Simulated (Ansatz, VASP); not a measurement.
**Ru in VASP and in Ansatz**

File POSCAR:

```
Ru
1.0
    2.7059477279      0.0000000000      0.0000000000
   -1.3529738639      2.3434194737      0.0000000000
    0.0000000000      0.0000000000      4.2579056513
Ru
2
Direct
    0.3333333333      0.6666666667      0.2500000000
    0.6666666667      0.3333333333      0.7500000000
```

The input INCAR.step1:

```
PREC = Accurate ; ENCUT = 520
ISMEAR = 0 ; SIGMA = 0.1
LREAL = False ; LASPH = True
NELM = 80 ; NBANDS = 21
GGA = PE ; ALGO = Normal
EDIFF = 1E-4 ; LWAVE = True
LCHARG = False
```

Contents of INCAR.step2:

```
PREC = Accurate ; ENCUT = 520
EDIFF = 1E-6 ; ISMEAR = 0
SIGMA = 0.1 ; LREAL = False
LASPH = True ; NELM = 80
ALGO = Normal ; ISIF = 2
LWAVE = False ; LCHARG = False
METAGGA = R2SCAN ; LMIXTAU = True
NBANDS = 21 ; ISTART = 1
```

File KPOINTS:

```
Automatic mesh
0
Gamma
  13 13 8
```

Input for Ansatz:

```yaml
crystal:
  lattice:
    - [2.7059477279, 0.0, 0.0]
    - [-1.3529738639, 2.3434194737, 0.0]
    - [0.0, 0.0, 4.2579056513]
  atoms:
    - { symbol: Ru, position: [0.3333333333, 0.6666666667, 0.25] }
    - { symbol: Ru, position: [0.6666666667, 0.3333333333, 0.75] }
hamiltonian:
  xc: r2scan
  pseudopotentials:
    kind: paw
    azcp:
      Ru: "pseudopotentials/Ru.paw.azcp"
basis:
  ecutwfc: 500
  fft_grid_basis: typed
kpoints:
  mp_grid: { grid: [13, 13, 8], shift: [0, 0, 0] }
magnetization:
  spin_polarized: false
scf:
  occupations: { method: gaussian, width: 0.1 }
  lower_state_search: "off"
output:
  stress: true
```

Alike in both runs: task single point; functional r2SCAN; k mesh 13 × 13 × 8; occupations gaussian, width 0.1 eV; no spin polarisation.

|  | VASP | Ansatz |
| --- | --- | --- |
| version | VASP 6.6.1 | Ansatz 0.2.0 |
| potentials or method | VASP PAW PBE potentials, release 64 (Ru_pv), cutoff 520 eV | plane waves (500 eV) with PAW, scalar-relativistic |
| valence electrons in the cell | 28 | 32 |

|  | VASP | Ansatz | Ansatz less VASP |
| --- | --- | --- | --- |
| pressure (GPa) | 1.3 | -0.2 | -1.53 |
| traceless stress, the component that is largest in VASP (GPa) | -0.19 | -0.30 | -0.110 |

VASP's potentials were made for PBE, not for r2SCAN. With one functional, cell and mesh, what is left measures potentials, basis and numerics. VASP's potentials hold 28 valence electrons a cell and Ansatz's 32, so a difference there can come from the potentials and not from the codes.
